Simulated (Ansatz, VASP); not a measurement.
**One calculation of P, two programs**

```xyz
3
Lattice="5.2726 0.0000 0.0000 -2.6363 4.5662 0.0000 0.0000 0.0000 23.8000" Properties=species:S:1:pos:R:3 pbc="T T T"
P     1.5617    2.1424    7.0000
P     2.6363    0.2813    7.0000
P     3.7108    2.1424    7.0000
```

Alike in both runs: functional PBE; k mesh 6 × 6 × 1; occupations gaussian, width 0.1 eV; no spin polarisation.

Ansatz relaxed the structure, and its values are those at the end. VASP's run is a single point on that final structure, the one shown.

|  | VASP | Ansatz |
| --- | --- | --- |
| version | VASP 6.6.1 | Ansatz 0.2.0 |
| potentials or method | VASP PAW PBE potentials, release 64 (P), cutoff 520 eV | scalar-relativistic, plane waves, PAW |
| valence electrons in the cell | 15 | 15 |

Ansatz gave:

```
gap on the k mesh at the Fermi level (eV) : none
rms of the force components (eV/Å)        : 0.002
```

Which values does VASP return?

gap on the k mesh at the Fermi level (eV): none; rms of the force components (eV/Å): 0.068.

A gap of «none» marks a metal or a gap that the smearing closes. The functional is the same, so the differences come from potentials, cutoffs and numerics. Ansatz's warnings: slab cell height set.
